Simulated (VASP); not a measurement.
CsTaS2: relaxation of cell and atoms with PBE

The system is CsTaS2.

```xyz
4
Lattice="3.5438 0.0000 0.0000 -1.7719 3.0690 0.0000 0.0000 0.0000 8.2743" Properties=species:S:1:pos:R:3 pbc="T T T"
Cs    0.0000    2.0460    4.1372
Ta    1.7719    1.0230    0.0000
S     0.0000    0.0000    1.5024
S     0.0000    0.0000    6.7719
```

```
Program                : VASP 6.6.1
Task                   : relaxation of cell and atoms
Functional             : PBE
Potentials or basis    : VASP PAW PBE potentials, release 64 (Cs_sv, Ta_pv, S)
Cutoff                 : 600 eV
k mesh                 : 12 × 12 × 4
Occupations            : gaussian, width 0.01 eV
Spin                   : no spin polarisation
Dipole correction      : no
Further INCAR settings : ALGO = Normal; EDIFF = 1e-06; IBRION = 2; EDIFFG = -0.01; NSW = 100; ISIF = 3
```

```yaml
Relaxed_volume: 22.54 Å³/atom
Relaxed_cell: a = 3.546 Å, b = 3.546 Å, c = 8.278 Å, α = 90.00°, β = 90.00°, γ = 120.00°
Space_group_after_relaxing_to_0.05_Å: P-6m2 (No. 187)
Energy_gained_by_relaxing: 0.0 meV/atom
Ionic_steps: 8
Pressure_after_relaxing: 0.0 GPa
Largest_force_after_relaxing: 0.006 eV/Å
Band_gap_on_the_k_mesh: 0.11 eV, indirect (least direct gap 0.60 eV)
```

Forces on the atoms (eV/Å):
```
Cs   0.000  0.000  0.000
Ta   0.000  0.000  0.000
S    0.000  0.000 -0.006
S    0.000  0.000  0.006
```

Final structure:
```xyz
4
Lattice="3.5464 0.0000 0.0000 -1.7732 3.0713 0.0000 0.0000 0.0000 8.2784" Properties=species:S:1:pos:R:3 pbc="T T T"
Cs    0.0000    2.0475    4.1392
Ta    1.7732    1.0238    0.0000
S     3.5464    0.0000    1.5019
S     0.0000    0.0000    6.7765
```

Levels at points of the mesh, in eV from the valence-band top:
| k point | band 12 | band 13 | band 14 | band 15 | band 16 | band 17 | band 18 | band 19 | band 20 |
| --- | --- | --- | --- | --- | --- | --- | --- | --- | --- |
| (0.00, 0.00, 0.00) | -4.19 | -3.23 | -3.23 | -2.47 | -0.52 | 0.80 | 1.30 | 1.30 | 1.38 |
| (0.50, 0.00, 0.00) | -5.46 | -4.53 | -3.41 | -3.41 | -1.76 | 0.23 | 1.19 | 1.77 | 1.91 |
| (0.00, 0.00, 0.50) | -4.20 | -3.50 | -3.23 | -3.23 | 0.00 | 0.60 | 1.35 | 1.35 | 1.53 |
| (0.50, 0.00, 0.50) | -5.69 | -4.46 | -3.51 | -3.43 | -1.49 | 0.11 | 1.66 | 1.71 | 1.95 |

It took 4.5 min on 1 thread of Intel(R) Xeon(R) Platinum 8488C (Sapphire Rapids), on a shared host, peak memory 0.33 GiB.

Caveat: spin-orbit coupling is left out, which moves the levels of the heavy elements. A k mesh can miss the band edges.
